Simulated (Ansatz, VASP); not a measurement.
## Two plane-wave programs on CaO

```
Ca O
1.0
     3.94062    0.00000    0.00000
    -1.97031    3.41268    0.00000
     0.00000    0.00000    4.72225
Ca O
2 2
Direct
  0.33333 0.66667 0.93750
  0.66667 0.33333 0.43750
  0.33333 0.66667 0.43750
  0.66667 0.33333 0.93750
```

Alike in both runs: task single point; functional r2SCAN; k mesh 6 × 6 × 4; no spin polarisation.

```csv
,VASP,Ansatz
version,VASP 6.6.1,Ansatz 0.2.0
potentials or method,"VASP PAW PBE potentials, release 64 (Ca_sv, O)","plane waves, PAW"
plane-wave cutoff (eV),520,500
occupations,"gaussian, width 0.01 eV",fixed
valence electrons in the cell,32,32
```

VASP gave:

* gap on the k mesh at the Fermi level (eV): 3.72
* pressure (GPa): 4.1
* traceless stress, the component that is largest in VASP (GPa): 0.20

**Question.** Estimate Ansatz's values.

**Answer.** gap on the k mesh at the Fermi level (eV): 3.74; pressure (GPa): 3.1; traceless stress, the component that is largest in VASP (GPa): 0.25.

VASP's potentials were made for PBE, not for r2SCAN.
